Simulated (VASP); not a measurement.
# K (Fm-3m) in VASP: notebook

K is run at these levels: PBE; tasks: single point.

Program: VASP 6.6.1. These are calculated values, not measurements. Logs are shortened: lines on timing, memory, paths and dates and some standing lists are left out, and cuts for length are marked.

### Step 1. The cell of the first run

The structure is cubic, space group Fm-3m (No. 225). The conventional cell has a = 4.905 Å, b = 4.905 Å, c = 4.905 Å, α = 90.00°, β = 90.00°, γ = 90.00°. Within 4.6 Å of K (site symmetry m-3m) lie 12 K at 3.47 Å.

This isn't the form of K at room conditions, which is bcc.

### Step 2. Single point, PBE (29.50 Å³/atom)

INCAR reads:

```
SYSTEM = K
  PREC = Accurate
  ENCUT = 520
  EDIFF = 1E-7
  ISMEAR = -1
  SIGMA = 0.1
  LREAL = .False.
  LASPH = .True.
  NELM = 80
  ALGO = Normal
  ISIF = 2
  LWAVE = .False.
  LCHARG = .False.
  GGA = PE
  NBANDS = 10
```

KPOINTS reads:

```
Automatic mesh
0
Gamma
  10 10 10
  0 0 0
```

POSCAR reads:

```
K
1.0
    0.0000000000      2.4523453870      2.4523453870
    2.4523453870      0.0000000000      2.4523453870
    2.4523453870      2.4523453870      0.0000000000
K
1
Direct
    0.0000000000      0.0000000000      0.0000000000
```

Potentials or basis: VASP PAW PBE potentials, release 64 (K_sv).

Started as:

```sh
$ cat potpaw_PBE.64/K_sv/POTCAR > POTCAR
$ mpirun -np 1 vasp_std > vasp.out
```

OUTCAR:

```text
SYSTEM = K
   PREC = Accurate
   ENCUT = 520
   EDIFF = 1E-7
   ISMEAR = -1
   LREAL = .False.
   LASPH = .True.
   NELM = 80
   ISIF = 2
   GGA = PE

 ion  position               nearest neighbor table
   1  0.000  0.000  0.000-

  LATTYP: Found a face centered cubic cell.
 ALAT       =     4.9046907740

  Lattice vectors:

 A1 = (   0.0000000000,   2.4523453870,   2.4523453870)
 A2 = (   2.4523453870,   0.0000000000,   2.4523453870)
 A3 = (   2.4523453870,   2.4523453870,   0.0000000000)

Analysis of symmetry for initial positions (statically):
=====================================================================
 Subroutine PRICEL returns:
 Original cell was already a primitive cell.

 Routine SETGRP: Setting up the symmetry group for a
 face centered cubic supercell.

 Subroutine GETGRP returns: Found 48 space group operations
 (whereof 48 operations were pure point group operations)
 out of a pool of 48 trial point group operations.

The static configuration has the point symmetry O_h .

Analysis of symmetry for dynamics (positions and initial velocities):
=====================================================================
 Subroutine PRICEL returns:
 Original cell was already a primitive cell.

 Routine SETGRP: Setting up the symmetry group for a
 face centered cubic supercell.

 Subroutine GETGRP returns: Found 48 space group operations
 (whereof 48 operations were pure point group operations)
 out of a pool of 48 trial point group operations.

The dynamic configuration has the point symmetry O_h .

 Subroutine INISYM returns: Found 48 space group operations
 (whereof 48 operations are pure point group operations),
 and found     1 'primitive' translations

----------------------------------------------------------------------------------------

                                     Primitive cell

  volume of cell :      29.4968

  direct lattice vectors                    reciprocal lattice vectors
     0.000000000  2.452345387  2.452345387    -0.203886452  0.203886452  0.203886452
     2.452345387  0.000000000  2.452345387     0.203886452 -0.203886452  0.203886452
     2.452345387  2.452345387  0.000000000     0.203886452  0.203886452 -0.203886452

  length of vectors
     3.468140106  3.468140106  3.468140106     0.353141694  0.353141694  0.353141694

  position of ions in fractional coordinates (direct lattice)
     0.000000000  0.000000000  0.000000000

  ion indices of the primitive-cell ions
[... 78 lines left out ...]
   IBRION =     -1    ionic relax: 0-MD 1-quasi-New 2-CG
   NFREE  =      0    steps in history (QN), initial steepest desc. (CG)
   ISIF   =      2    stress and relaxation
   ISYM   =      2    0-nonsym 1-usesym 2-fastsym
   POTIM  = 0.5000    time-step for ionic-motion
   TEBEG  =    0.0;   TEEND  =   0.0 temperature during run
   PSTRESS=    0.0 pullay stress
   NELECT =       9.0000    total number of electrons
   NUPDOWN=      -1.0000    fix difference up-down
   EMIN   =  10.00;   EMAX   =-10.00  energy-range for DOS
   EFERMI =   0.00;   METHOD = LEGACY
   ISMEAR =    -1;   SIGMA  =   0.10  broadening in eV -4-tet -1-fermi 0-gaus
   EFERMI_NEDOS =   21; number of points for ismear=-14 and -15
   IALGO  =     38    algorithm
   IMIX   =      4    mixing-type and parameters
     AMIX     =   0.40;   BMIX     =  1.00
     AMIX_MAG =   1.60;   BMIX_MAG =  1.00
  volume/ion in A,a.u.               =      29.50       199.05
  Fermi-wavevector in a.u.,A,eV,Ry     =   1.102125  2.082714 16.526706  1.214679
  Thomas-Fermi vector in A             =   2.238563
   LORBIT       =      0    0 simple, 1 ext, 2 COOP (PROOUT), +10 PAW based schemes
   GGA     = PE    functional components
   LHFCALC =     F    Hartree Fock is set to
   AEXX    =    0.0000 exact exchange contribution
   IVDW    =     0    specifies the selected vdW correction
   LEPSILON=     F    determine dielectric tensor
   LRPA    =     F    only Hartree local field effects (RPA)
 non-spin polarized calculation
  energy-cutoff  :      520.00
  volume of cell :       29.50
 maximum number of plane-waves:       821
 NGX is ok and might be reduce to    28
   NGX = 13   NGY = 13   NGZ = 13

 number of electron       8.9999999 magnetization

 Free energy of the ion-electron system (eV)
  ---------------------------------------------------
  ext. energy  EPLUGINS =         0.00000000
  ---------------------------------------------------
  free energy    TOTEN  =         0.10533082 eV

  energy without entropy =        0.14257982  energy(sigma->0) =        0.12395532

 E-fermi :   3.2370     XC(G=0):  -8.4511

 val. band max:        3.2170750275   @ k =  -0.3000   0.2000   0.0000
 cond. band min:       3.2605185361   @ k =  -0.2000   0.3000   0.1000
 fundamental gap:      0.0434435086
 Fermi energy:         3.2370256985

 k-point     1 :       0.0000    0.0000    0.0000
  band No.  band energies     occupation
      1     -29.2420      2.00000
      2     -12.2033      2.00000
      3     -12.2033      2.00000
      4     -12.2033      2.00000
      5      -0.2049      2.00000
      6       7.7544      0.00000
      7       7.7544      0.00000
      8       7.7544      0.00000
      9      10.0636      0.00000
     10      10.0636      0.00000
[... 287 lines left out ...]
 k-point    24 :       0.4000    0.3000    0.0000
  band No.  band energies     occupation
      1     -29.0539      2.00000
      2     -13.0353      2.00000
      3     -12.5196      2.00000
      4     -12.4819      2.00000
      5       2.8082      1.97291
      6       5.0136      0.00000
      7       6.4637      0.00000
      8       9.6395      0.00000
      9      10.2785      0.00000
     10      11.5489      0.00000

 [... further k-points ...]

------------------------ aborting loop because EDIFF is reached ----------------------------------------

  FORCE on cell =-STRESS in cart. coord.  units (eV):
  Direction    XX          YY          ZZ          XY          YZ          ZX
  --------------------------------------------------------------------------------------
  -------------------------------------------------------------------------------------
  Total        2.9712360      2.9712360      2.9712360     -0.0000000     -0.0000000      0.0000000
  in kB      161.3885879    161.3885879    161.3885879     -0.0000000     -0.0000000      0.0000000
  external PRESSURE =     161.3885879 kB  Pullay stress =       0.0000000 kB

 VOLUME and BASIS-vectors are now :
 -----------------------------------------------------------------------------
  energy-cutoff  :      520.00
  volume of cell :       29.50
      direct lattice vectors                 reciprocal lattice vectors
     0.000000000  2.452345387  2.452345387    -0.203886452  0.203886452  0.203886452
     2.452345387  0.000000000  2.452345387     0.203886452 -0.203886452  0.203886452
     2.452345387  2.452345387  0.000000000     0.203886452  0.203886452 -0.203886452

 POSITION                                       TOTAL-FORCE (eV/Angst)
 -----------------------------------------------------------------------------------
      0.00000      0.00000      0.00000        -0.000000      0.000000     -0.000000
 -----------------------------------------------------------------------------------
    total drift:                               -0.000000     -0.000000     -0.000000

  FREE ENERGIE OF THE ION-ELECTRON SYSTEM (eV)
  ---------------------------------------------------
  free  energy   TOTEN  =         0.1053308158 eV

  energy  without entropy=        0.1425798191  energy(sigma->0) =        0.12395532
```

Run time: 15 s. Hardware: 1 thread of Intel Xeon 8259CL, shared host; peak memory 0.16 GiB.

Results:

```yaml
Free_energy: 0.1053 eV
Pressure: 16.1 GPa
Band_gap_on_the_k_mesh: zero (an odd number of electrons rules out a gap without spin polarisation)
```

Caveat: the cell stands under pressure.

### Step 3. Single point, PBE (29.50 Å³/atom)

INCAR reads:

```
PREC     = Accurate       # precision mode
ENCUT    = 520            # plane-wave cutoff, eV
EDIFF    = 1E-6           # SCF threshold, eV
ISMEAR   = -1             # smearing method
SIGMA    = 0.1            # smearing width, eV
LREAL    = F              # projectors in reciprocal space
LASPH    = T              # aspherical terms in the spheres
NELM     = 60             # most SCF steps
ALGO     = Normal         # electronic algorithm
ISIF     = 2              # what is computed and relaxed
LWAVE    = F              # write WAVECAR
LCHARG   = F              # write CHGCAR
GGA      = PE             # functional
NBANDS   = 10             # bands
```

KPOINTS reads:

```
regular mesh
0
Gamma
  10 10 10
```

POSCAR is that of step 2.

Potentials or basis: VASP PAW PBE potentials, release 64 (K_sv).

Started as:

```sh
$ cat potpaw_PBE.64/K_sv/POTCAR > POTCAR
$ mpirun -np 1 vasp_std > vasp.out
```

Wall time 18 s (1 thread of Intel Xeon 8259CL, shared host); peak memory 0.16 GiB.

Results (log left out):

- Free energy: 0.1053 eV
- Pressure: 16.1 GPa
- Band gap on the k mesh: zero (an odd number of electrons rules out a gap without spin polarisation)

Levels at points of the mesh, in eV from the Fermi level:
```tsv
k point	band 2	band 3	band 4	band 5	band 6	band 7	band 8	band 9
(0.00, 0.00, 0.00)	-15.44	-15.44	-15.44	-3.44	4.52	4.52	4.52	6.83
(0.50, 0.00, 0.00)	-16.54	-15.57	-15.57	-0.10	1.86	4.16	4.16	8.43
(0.50, 0.50, 0.00)	-16.44	-15.80	-15.80	-0.33	1.27	3.76	8.44	8.91
```

Caveat: the cell stands under pressure.

### Step 4. Single point, PBE (36.87 Å³/atom)

This run uses another cell than the first one, of 36.87 Å³/atom.

INCAR reads:

```
SYSTEM = K
ALGO     = Normal         ! electronic algorithm
EDIFF    = 1E-6           ! SCF threshold, eV
ENCUT    = 520            ! plane-wave cutoff, eV
GGA      = PE             ! functional
ISIF     = 2              ! what is computed and relaxed
ISMEAR   = -1             ! smearing method
LASPH    = .True.         ! aspherical terms in the spheres
LCHARG   = .False.        ! write CHGCAR
LREAL    = .False.        ! projectors in reciprocal space
LWAVE    = .False.        ! write WAVECAR
NBANDS   = 10             ! bands
NELM     = 60             ! most SCF steps
PREC     = Accurate       ! precision mode
SIGMA    = 0.1            ! smearing width, eV
```

KPOINTS reads:

```
k-points
0
Gamma
  10 10 10
  0 0 0
```

POSCAR reads:

```
K
1.0
    0.0000000000      2.6417089868      2.6417089868
    2.6417089868      0.0000000000      2.6417089868
    2.6417089868      2.6417089868      0.0000000000
K
1
Direct
    0.0000000000      0.0000000000      0.0000000000
```

Started as:

```sh
$ cat potpaw_PBE.64/K_sv/POTCAR > POTCAR
$ mpirun -np 1 vasp_std > vasp.out
```

Wall time 18 s (1 thread of Intel Xeon 8259CL, shared host); peak memory 0.16 GiB.

Results (log left out):

```
Free energy            : -0.4581 eV
Pressure               : 8.9 GPa
Band gap on the k mesh : zero (an odd number of electrons rules out a gap without spin polarisation)
```

Levels at points of the mesh, in eV from the Fermi level:
```tsv
k point	band 1	band 2	band 3	band 4	band 5	band 6	band 7	band 8	band 9	band 10
(0.00, 0.00, 0.00)	-32.18	-15.40	-15.40	-15.40	-3.22	4.55	4.55	4.55	6.52	6.52
(0.50, 0.00, 0.00)	-32.10	-16.01	-15.48	-15.48	0.08	1.24	4.24	4.24	7.85	7.85
(0.50, 0.50, 0.00)	-32.08	-15.96	-15.61	-15.61	0.17	1.73	2.79	7.86	8.14	8.15
```

Caveat: the cell stands under pressure.

### Step 5. Single point, PBE (36.87 Å³/atom)

This run uses another cell than the first one, of 36.87 Å³/atom.

INCAR reads:

```
ALGO = Normal
EDIFF = 1E-6
ENCUT = 520
GGA = PE
ISIF = 2
ISMEAR = -1
LASPH = T
LCHARG = F
LREAL = F
LWAVE = F
NBANDS = 10
NELM = 80
PREC = Accurate
SIGMA = 0.1
```

KPOINTS reads:

```
k-points
0
Gamma
  10 10 10
```

POSCAR is that of step 4.

Started as:

```sh
$ cat potpaw_PBE.64/K_sv/POTCAR > POTCAR
$ mpirun -np 1 vasp_std > vasp.out
```

Run time: 20 s. Hardware: 1 thread of Intel Xeon 8259CL, shared host; peak memory 0.16 GiB.

Results (log left out):

* Free energy: -0.4581 eV
* Pressure: 8.9 GPa
* Band gap on the k mesh: zero (an odd number of electrons rules out a gap without spin polarisation)

Levels at points of the mesh, in eV from the Fermi level:
| k point | band 3 | band 4 | band 5 | band 6 | band 7 | band 8 |
| --- | --- | --- | --- | --- | --- | --- |
| (0.00, 0.00, 0.00) | -15.40 | -15.40 | -3.22 | 4.55 | 4.55 | 4.55 |
| (0.50, 0.00, 0.00) | -15.48 | -15.48 | 0.08 | 1.24 | 4.24 | 4.24 |
| (0.50, 0.50, 0.00) | -15.61 | -15.61 | 0.17 | 1.73 | 2.79 | 7.86 |

Caveat: the cell stands under pressure.
